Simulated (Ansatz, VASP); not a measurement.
**GaN in VASP and in Ansatz**

Contents of INCAR:

```
ALGO = Normal
EDIFF = 1E-6
ENCUT = 600
GGA = PE
GGA_COMPAT = F
ISIF = 2
ISMEAR = 0
LASPH = T
LCHARG = F
LORBIT = 11
LORBMOM = T
LREAL = F
LSORBIT = T
LWAVE = F
MAGMOM = 0 0 0 0 0 0
NBANDS = 30
NELM = 200
PREC = Accurate
SIGMA = 0.02
```

File KPOINTS:

```
k-points
0
Gamma
  10 10 10
```

Contents of POSCAR:

```
GaN
1.0
    0.0000000000      2.2742385005      2.2742385005
    2.2742385005      0.0000000000      2.2742385005
    2.2742385005      2.2742385005      0.0000000000
Ga N
1 1
Direct
    0.0000000000      0.0000000000      0.0000000000
    0.2500000000      0.2500000000      0.2500000000
```

Input for Ansatz:

```yaml
crystal:
  lattice:
    - [0.0, 2.2742385005, 2.2742385005]
    - [2.2742385005, 0.0, 2.2742385005]
    - [2.2742385005, 2.2742385005, 0.0]
  atoms:
    - { symbol: Ga, position: [0.0, 0.0, 0.0] }
    - { symbol: "N", position: [0.25, 0.25, 0.25] }
basis:
  ecutwfc: 420
kpoints:
  mp_grid: { grid: [10, 10, 10] }
hamiltonian:
  xc: pbe
  pseudopotentials: { kind: paw_fr }
scf:
  occupations: { method: gaussian, width: 0.02 }
output:
  forces: true
  eigenvalues: true
  stress: true
magnetization:
  noncollinear: true
  spin_orbit: true
```

Alike in both runs: task single point; functional PBE; k mesh 10 × 10 × 10; occupations gaussian, width 0.02 eV; non-collinear spin, spin-orbit coupling.

```csv
,VASP,Ansatz
version,VASP 6.6.1,Ansatz 0.2.0
potentials or method,"VASP PAW PBE potentials, release 64 (Ga_d, N), cutoff 600 eV","scalar-relativistic, plane waves, PAW"
valence electrons in the cell,18,18
```

```csv
,VASP,Ansatz,Ansatz less VASP
pressure (GPa),0.0,0.0,+0.02
```

The functional is the same, so the differences come from potentials, cutoffs and numerics.
